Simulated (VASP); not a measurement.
Here is a VASP 6.6.1 calculation.

Contents of INCAR:

```
PREC = Accurate
ENCUT = 520
EDIFF = 1E-7
ISMEAR = 1
SIGMA = 0.2
LREAL = F
LASPH = T
NELM = 80
ALGO = Normal
ISIF = 2
LWAVE = F
LCHARG = T
GGA = PS
LELF = T
LVHAR = T
NBANDS = 35
```

KPOINTS

```
regular mesh
0
Gamma
  12 12 4
```

Contents of POSCAR:

```
MoS2
1.0
    3.3751801282      0.0000000000      0.0000000000
   -1.6875900641      2.9229917334      0.0000000000
    0.0000000000      0.0000000000     11.6750855814
Mo S
2 4
Direct
    0.3333333333      0.6666666667      0.2500000000
    0.6666666667      0.3333333333      0.7500000000
    0.3333333333      0.6666666667      0.6259932117
    0.6666666667      0.3333333333      0.1259932117
    0.3333333333      0.6666666667      0.8740067883
    0.6666666667      0.3333333333      0.3740067883
```

Potentials or basis: VASP PAW PBE potentials, release 64 (Mo_sv, S).

Launch:

```sh
$ cat potpaw_PBE.64/Mo_sv/POTCAR potpaw_PBE.64/S/POTCAR > POTCAR
$ mpirun -np 1 vasp_std > vasp.out
```

(1) Estimate the band gap on the k mesh.

(2) What does it give for the pressure?

(3) Estimate the largest force.

Results:

(1) zero (bands 26 and 27 overlap by 0.40 eV).

(2) -7.6 GPa.

(3) 0.634 eV/Å.

Caveat: the stress differs along the axes, from -14 to 6 GPa; the PAW data sets were made with another functional, which shifts forces and pressure a little; this functional lacks dispersion, which binds layers or chains, so the pressure and a relaxed spacing across them are unreliable.
